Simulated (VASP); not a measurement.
# W3Se7 in VASP: single point with PBEsol

Aim: the single point of W3Se7 with PBEsol.

All numbers are computed with VASP 6.6.1; they aren't measurements. Logs are shortened: lines on timing, memory, paths and dates and some standing lists are left out, and cuts for length are marked.

## 1. The cell of the first run

The cell holds a slab with vacuum, 20 atoms: a = 3.271 Å, b = 13.619 Å, c = 23.550 Å, α = 90.00°, β = 90.00°, γ = 96.90°.

## 2. Single point, PBEsol

File INCAR:

```
SYSTEM = W3Se7
PREC     = Accurate       ! precision mode
ENCUT    = 520            ! plane-wave cutoff, eV
EDIFF    = 1E-7           ! SCF threshold, eV
ISMEAR   = 0              ! smearing method
SIGMA    = 0.05           ! smearing width, eV
LREAL    = Auto         
LASPH    = .True.         ! aspherical terms in the spheres
NELM     = 80             ! most SCF steps
ALGO     = Normal         ! electronic algorithm
ISIF     = 2              ! what is computed and relaxed
LWAVE    = .False.        ! write WAVECAR
LCHARG   = .False.        ! write CHGCAR
LDIPOL   = .True.       
IDIPOL   = 3            
DIPOL    = 0.5 0.5 0.500
GGA      = PS             ! functional
ISYM     = 0            
NBANDS   = 100            ! bands
```

File KPOINTS:

```
regular mesh
0
Gamma
  8 2 1
  0 0 0
```

File POSCAR:

```
W3Se7
1.0
    3.2711503925      0.0000000000      0.0000000000
   -1.6355751962     13.5207768413      0.0000000000
    0.0000000000      0.0000000000     23.5498361009
Se W
14 6
Direct
    0.2093066358      0.4186132716      0.3184735540
    0.8345928058      0.6691856117      0.3286551806
    0.0882510926      0.1765021853      0.3482591397
    0.4775980698      0.9551961397      0.4164933500
    0.7312563566      0.4625127133      0.4360973092
    0.3565425267      0.7130850533      0.4462789357
    0.6102008135      0.2204016269      0.4658828949
    0.9995477906      0.9990955813      0.5341171051
    0.2532060775      0.5064121549      0.5537210643
    0.8784922475      0.7569844950      0.5639026908
    0.1321505343      0.2643010686      0.5835066500
    0.5214975115      0.0429950229      0.6517408603
    0.7751557983      0.5503115966      0.6713448194
    0.4004419683      0.8008839366      0.6815264460
    0.6560954378      0.3121908757      0.3725742653
    0.9097537246      0.8195074493      0.3921782245
    0.1780451587      0.3560903173      0.4901980204
    0.4317034455      0.8634068909      0.5098019796
    0.6999948795      0.3999897590      0.6078217755
    0.9536531663      0.9073063326      0.6274257347
```

Potentials or basis: VASP PAW PBE potentials, release 64 (Se, W_sv).

Launch:

```bash
$ cat potpaw_PBE.64/Se/POTCAR potpaw_PBE.64/W_sv/POTCAR > POTCAR
$ mpirun -np 1 vasp_std > vasp.out
```

OUTCAR:

```text
SYSTEM = W3Se7
   PREC = Accurate
   ENCUT = 520
   EDIFF = 1E-7
   ISMEAR = 0
   LREAL = Auto
   LASPH = .True.
   NELM = 80
   ISIF = 2
   GGA = PS
   ISYM = 0

 ion  position               nearest neighbor table
   1  0.209  0.419  0.318-  15 2.52  15 2.52
   2  0.835  0.669  0.329-  16 2.52
   3  0.088  0.177  0.348-  15 2.52  15 2.52
   4  0.478  0.955  0.416-  16 2.52  16 2.52  18 2.52
   5  0.731  0.463  0.436-  17 2.52  15 2.52  17 2.52
   6  0.357  0.713  0.446-  16 2.52  18 2.52  16 2.52
   7  0.610  0.220  0.466-  17 2.52  17 2.52  15 2.52
   8  1.000  0.999  0.534-  20 2.52  18 2.52  18 2.52
   9  0.253  0.506  0.554-  19 2.52  19 2.52  17 2.52
  10  0.878  0.757  0.564-  18 2.52  18 2.52  20 2.52
  11  0.132  0.264  0.584-  17 2.52  19 2.52  19 2.52
  12  0.521  0.043  0.652-  20 2.52  20 2.52
  13  0.775  0.550  0.671-  19 2.52
  14  0.400  0.801  0.682-  20 2.52  20 2.52
  15  0.656  0.312  0.373-   5 2.52   7 2.52   1 2.52   1 2.52   3 2.52   3 2.52  17 3.27  17 3.27

  16  0.910  0.820  0.392-   6 2.52   2 2.52   4 2.52   4 2.52   6 2.52  18 3.27  18 3.27
  17  0.178  0.356  0.490-  11 2.52   5 2.52   9 2.52   7 2.52   7 2.52   5 2.52  15 3.27  19 3.27
                            15 3.27  19 3.27
  18  0.432  0.863  0.510-  10 2.52  10 2.52   8 2.52   6 2.52   4 2.52   8 2.52  16 3.27  20 3.27
                            16 3.27  20 3.27
  19  0.700  0.400  0.608-   9 2.52   9 2.52  13 2.52  11 2.52  11 2.52  17 3.27  17 3.27
  20  0.954  0.907  0.627-   8 2.52  12 2.52  12 2.52  10 2.52  14 2.52  14 2.52  18 3.27  18 3.27

IMPORTANT INFORMATION: All symmetrisations will be switched off!
NOSYMM: (Re-)initialisation of all symmetry stuff for point group C_1.

----------------------------------------------------------------------------------------

                                     Primitive cell

  volume of cell :    1041.5738

  direct lattice vectors                    reciprocal lattice vectors
     3.271150393  0.000000000  0.000000000     0.305702851  0.036980124  0.000000000
    -1.635575196 13.520776841  0.000000000     0.000000000  0.073960247  0.000000000
     0.000000000  0.000000000 23.549836101     0.000000000  0.000000000  0.042463141

  length of vectors
     3.271150393 13.619343325 23.549836101     0.307931425  0.073960247  0.042463141

  position of ions in fractional coordinates (direct lattice)
     0.209306636  0.418613272  0.318473554
     0.834592806  0.669185612  0.328655181
     0.088251093  0.176502185  0.348259140
     0.477598070  0.955196140  0.416493350
     0.731256357  0.462512713  0.436097309
     0.356542527  0.713085053  0.446278936
[... 12 lines left out ...]
     0.699994879  0.399989759  0.607821775
     0.953653166  0.907306333  0.627425735

  ion indices of the primitive-cell ions
   primitive index   ion index
                 1           1
                 2           2
                 3           3
                 4           4
                 5           5
                 6           6
[... 12 lines left out ...]
                19          19
                20          20

----------------------------------------------------------------------------------------

 KPOINTS: regular mesh

Automatic generation of k-mesh.
 Grid dimensions read from file:
 generate k-points for:    8    2    1

 Generating k-lattice:

  Cartesian coordinates                     Fractional coordinates (reciprocal lattice)
     0.038212856  0.004622515  0.000000000     0.125000000  0.000000000  0.000000000
     0.000000000  0.036980124  0.000000000     0.000000000  0.500000000  0.000000000
     0.000000000  0.000000000  0.042463141     0.000000000  0.000000000  1.000000000

  Length of vectors
     0.038491428  0.036980124  0.042463141

  Shift w.r.t. Gamma in fractional coordinates (k-lattice)
     0.000000000  0.000000000  0.000000000

 -----------------------------------------------------------------------------
|                                                                             |
|           W    W    AA    RRRRR   N    N  II  N    N   GGGG   !!!           |
|           W    W   A  A   R    R  NN   N  II  NN   N  G    G  !!!           |
|           W    W  A    A  R    R  N N  N  II  N N  N  G       !!!           |
|           W WW W  AAAAAA  RRRRR   N  N N  II  N  N N  G  GGG   !            |
|           WW  WW  A    A  R   R   N   NN  II  N   NN  G    G                |
|           W    W  A    A  R    R  N    N  II  N    N   GGGG   !!!           |
|                                                                             |
|     Your reciprocal lattice and k-lattice belong to different lattice       |
|     classes:                                                                |
|                                                                             |
|        The reciprocal lattice is base centered orthorhombic,                |
|        whereas your k-lattice is simple monoclinic.                         |
|                                                                             |
|     Results are often still useful ...                                      |
|                                                                             |
 -----------------------------------------------------------------------------

 WARNING: IBZKPT: internal override: KBLOWUP is changed to .FALSE.
      ... skipping the blow-up phase ...

 Subroutine IBZKPT returns following result:
 ===========================================

 Found     10 irreducible k-points:

 Following reciprocal coordinates:
            Coordinates               Weight
  0.000000  0.000000  0.000000      1.000000
  0.125000  0.000000  0.000000      2.000000
  0.250000  0.000000  0.000000      2.000000
  0.375000  0.000000  0.000000      2.000000
  0.500000  0.000000  0.000000      1.000000
  0.000000  0.500000  0.000000      1.000000
  0.125000  0.500000  0.000000      2.000000
  0.250000  0.500000  0.000000      2.000000
  0.375000  0.500000  0.000000      2.000000
  0.500000  0.500000  0.000000      1.000000
   k-points           NKPTS =     10   k-points in BZ     NKDIM =     10   number of bands    NBANDS=    100
   number of dos      NEDOS =    301   number of ions     NIONS =     20
   total plane-waves  NPLWV = 466560
   dimension x,y,z NGX =    24 NGY =  108 NGZ =  180
   dimension x,y,z NGXF=    48 NGYF=  216 NGZF=  360
   ions per type =              14   6
   NGX,Y,Z   is equivalent  to a cutoff of  12.20, 13.18, 12.71 a.u.
   NGXF,Y,Z  is equivalent  to a cutoff of  24.39, 26.37, 25.41 a.u.
 SYSTEM =  W3Se7
   PREC   = accura    normal or accurate (medium, high low for compatibility)
   ISTART =      0    job   : 0-new  1-cont  2-samecut
   ICHARG =      2    charge: 1-file 2-atom 10-const
   ISPIN  =      1    spin polarized calculation?
   LNONCOLLINEAR =      F non collinear calculations
   LSORBIT =      F    spin-orbit coupling
   LASPH  =      T    aspherical Exc in radial PAW
   ENCUT  =  520.0 eV  38.22 Ry    6.18 a.u.   6.08 25.32 43.79*2*pi/ulx,y,z
   NELM   =     80;   NELMIN=  2; NELMDL= -5     # of ELM steps
   EDIFF  = 0.1E-06   stopping-criterion for ELM
   LREAL  =      T    real-space projection
   EDIFFG = 0.1E-05   stopping-criterion for IOM
   NSW    =      0    number of steps for IOM
   IBRION =     -1    ionic relax: 0-MD 1-quasi-New 2-CG
   NFREE  =      0    steps in history (QN), initial steepest desc. (CG)
   ISIF   =      2    stress and relaxation
   ISYM   =      0    0-nonsym 1-usesym 2-fastsym
   POTIM  = 0.5000    time-step for ionic-motion
   TEBEG  =    0.0;   TEEND  =   0.0 temperature during run
   PSTRESS=    0.0 pullay stress
   NELECT =     168.0000    total number of electrons
   NUPDOWN=      -1.0000    fix difference up-down
   EMIN   =  10.00;   EMAX   =-10.00  energy-range for DOS
   EFERMI =   0.00;   METHOD = LEGACY
   ISMEAR =     0;   SIGMA  =   0.05  broadening in eV -4-tet -1-fermi 0-gaus
   EFERMI_NEDOS =   21; number of points for ismear=-14 and -15
   IALGO  =     38    algorithm
   IMIX   =      4    mixing-type and parameters
     AMIX     =   0.40;   BMIX     =  1.00
     AMIX_MAG =   1.60;   BMIX_MAG =  1.00
  volume/ion in A,a.u.               =      52.08       351.44
  Fermi-wavevector in a.u.,A,eV,Ry     =   0.891144  1.684018 10.804900  0.794138
  Thomas-Fermi vector in A             =   2.012926
   LORBIT       =      0    0 simple, 1 ext, 2 COOP (PROOUT), +10 PAW based schemes
   GGA     = PS    functional components
   LHFCALC =     F    Hartree Fock is set to
   AEXX    =    0.0000 exact exchange contribution
   IVDW    =     0    specifies the selected vdW correction
   LEPSILON=     F    determine dielectric tensor
   LRPA    =     F    only Hartree local field effects (RPA)
 non-spin polarized calculation
 Gauss-broadening in eV      SIGMA  =   0.05
  energy-cutoff  :      520.00
  volume of cell :     1041.57
 maximum number of plane-waves:     28134
   NGX = 13   NGY = 51   NGZ = 87

 dipolmoment           0.000000      0.000000     -0.000004 electrons x Angstroem

 number of electron     168.0000000 magnetization

 dipolmoment           0.000000      0.000000      0.000000 electrons x Angstroem

 Free energy of the ion-electron system (eV)
  ---------------------------------------------------
  ext. energy  EPLUGINS =         0.00000000
  ---------------------------------------------------
  free energy    TOTEN  =      -140.00346941 eV

  energy without entropy =     -139.98674343  energy(sigma->0) =     -139.99510642

 E-fermi :  -1.1625     XC(G=0):  -4.9142

 val. band max:       -1.1857122367   @ k =   0.2500   0.5000   0.0000
 cond. band min:      -1.1613444545   @ k =   0.2500   0.0000   0.0000
 fundamental gap:      0.0243677822
 Fermi energy:        -1.1624980579

 k-point     1 :       0.0000    0.0000    0.0000
  band No.  band energies     occupation
      1     -75.5993      2.00000
      2     -75.5992      2.00000
      3     -75.2738      2.00000
      4     -75.2738      2.00000
      5     -75.2129      2.00000
      6     -75.2129      2.00000
[... 979 lines left out ...]
     95       1.4046      0.00000
     96       1.5108      0.00000
 [bands above 96 left out]

------------------------ aborting loop because EDIFF is reached ----------------------------------------

 vacuum level on the upper side and lower side of the slab       (xc-potential included)        -0.029        -0.028

  FORCE on cell =-STRESS in cart. coord.  units (eV):
  Direction    XX          YY          ZZ          XY          YZ          ZX
  --------------------------------------------------------------------------------------
  -------------------------------------------------------------------------------------
  Total      -10.8358650    -12.7003758     -0.4906729      0.0137024     -1.7784628      0.0168179
  in kB      -16.6680242    -19.5360658     -0.7547665      0.0210774     -2.7356802      0.0258697
  external PRESSURE =     -12.3196188 kB  Pullay stress =       0.0000000 kB

 VOLUME and BASIS-vectors are now :
 -----------------------------------------------------------------------------
  energy-cutoff  :      520.00
  volume of cell :     1041.57
      direct lattice vectors                 reciprocal lattice vectors
     3.271150393  0.000000000  0.000000000     0.305702851  0.036980124  0.000000000
    -1.635575196 13.520776841  0.000000000     0.000000000  0.073960247  0.000000000
     0.000000000  0.000000000 23.549836101     0.000000000  0.000000000  0.042463141

 POSITION                                       TOTAL-FORCE (eV/Angst)
 -----------------------------------------------------------------------------------
      0.00000      5.65998      7.50000         0.000508     -0.550311      0.021350
      1.63558      9.04791      7.73978         0.004427      1.519228     -0.071902
     -0.00000      2.38645      8.20145         0.001235      0.534164     -0.291158
     -0.00000     12.91499      9.80835        -0.002069      0.298466     -1.201149
      1.63558      6.25353     10.27002         0.000257      0.217638     -0.058171
      0.00000      9.64146     10.50980         0.001702      0.509731     -0.047278
[... 12 lines left out ...]
      1.63558      5.40817     14.31410         0.007004      2.442257     -1.147121
      1.63558     12.26749     14.77577         0.000299      0.006591     -0.371709
 -----------------------------------------------------------------------------------
    total drift:                                0.030580      0.004390      0.001095

  FREE ENERGIE OF THE ION-ELECTRON SYSTEM (eV)
  ---------------------------------------------------
  free  energy   TOTEN  =      -140.0034694080 eV

  energy  without entropy=     -139.9867434309  energy(sigma->0) =     -139.99510642

 vacuum level on the upper side and lower side of the slab         4.432         4.432
```

Run time: 33 min. Hardware: 1 thread of Intel Xeon 6975P-C (Granite Rapids), shared host; peak memory 1.3 GiB.

What came out:

```
Free energy            : -140.0035 eV
Largest force          : 2.701 eV/Å
Band gap on the k mesh : zero (bands 84 and 85 overlap by 0.15 eV)
```

Forces in eV/Å, atoms in the order of the input:
```
Se   0.001 -0.550  0.021
Se   0.004  1.519 -0.072
Se   0.001  0.534 -0.291
Se  -0.002  0.298 -1.201
Se   0.000  0.218 -0.058
Se   0.002  0.510 -0.047
Se  -0.006 -0.151 -0.033
Se   0.003  0.166  0.035
Se  -0.003 -0.513  0.031
Se   0.005 -0.223  0.058
Se   0.004 -0.306  1.200
Se  -0.002 -0.529  0.295
Se  -0.001 -1.520  0.079
Se   0.004  0.552 -0.021
W    0.000 -0.008  0.373
W   -0.010 -2.444  1.149
W   -0.001 -0.054 -0.025
W   -0.005  0.052  0.025
W    0.007  2.442 -1.147
W    0.000  0.007 -0.372
```

Caveat: the PAW data sets were made with another functional, which shifts forces and pressure a little; spin-orbit coupling is left out, which moves the levels of the heavy elements.

The gap in the log of VASP goes by the Fermi energy; the results here count the filled bands.